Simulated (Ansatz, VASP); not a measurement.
**BN: VASP beside Ansatz**

```
B N
1.0
     2.56306    0.00000    0.00000
     0.00000    3.62471    0.00000
     0.00000    0.00000   17.28150
B N
2 2
Direct
  0.00000 0.83504 0.48747
  0.50000 0.33504 0.51253
  0.50000 0.66496 0.46939
  0.00000 0.16496 0.53061
```

Alike in both runs: functional PBE; k mesh 12 × 8 × 1; occupations fermi-dirac, width 0.02 eV; no spin polarisation.

Ansatz relaxed the structure, and its values are those at the end. VASP's run is a single point on that final structure, the one shown.

|  | VASP | Ansatz |
| --- | --- | --- |
| version | VASP 6.6.1 | Ansatz 0.2.0 |
| potentials or method | VASP PAW PBE potentials, release 64 (B, N) | PAW with Ansatz's default frozen-core files, scalar-relativistic |
| plane-wave cutoff (eV) | 520 | 420 |
| valence electrons in the cell | 16 | 16 |

```csv
,VASP,Ansatz,Ansatz less VASP
gap on the k mesh at the Fermi level (eV),4.42,4.42,+0.008
rms of the force components (eV/Å),0.010,0.001,-0.0096
```

Ansatz's warnings: stress scf threshold loose.
